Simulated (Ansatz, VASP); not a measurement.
# One calculation of Zr2Pd2Se, two programs

```
Zr Pd Se
1.0
     2.86279    0.00000    0.00000
     0.00000    5.64839    0.00000
     0.00000    0.00000    9.29758
Zr Pd Se
2 2 1
Cartesian
  0.0000 2.8242 0.0000
  0.0000 0.0000 0.0000
  0.0000 0.0000 2.4989
  0.0000 0.0000 6.7987
  1.4314 0.0000 4.6488
```

Alike in both runs: functional PBE; k mesh 14 × 8 × 4; occupations gaussian, width 0.1 eV; no spin polarisation.

Ansatz relaxed the structure, and its values are those at the end. VASP's run is a single point on that final structure, the one shown.

|  | VASP | Ansatz |
| --- | --- | --- |
| version | VASP 6.6.1 | Ansatz 0.2.0 |
| potentials or method | VASP PAW PBE potentials, release 64 (Zr_sv, Pd, Se), cutoff 520 eV | scalar-relativistic, plane waves, PAW |
| valence electrons in the cell | 50 | 76 |

VASP gave:

| Item | Value |
| --- | --- |
| gap on the k mesh at the Fermi level (eV) | none |
| pressure (GPa) | 0.0 |
| rms of the force components (eV/Å) | 0.009 |

Task: Which values does Ansatz return?

Result: gap on the k mesh at the Fermi level (eV): none; pressure (GPa): 0.0; rms of the force components (eV/Å): 0.000.

A gap of «none» marks a metal or a gap that the smearing closes. With one functional, cell and mesh, what is left measures potentials, basis and numerics. VASP's potentials hold 50 valence electrons a cell and Ansatz's 76, so a difference there can come from the potentials and not from the codes.
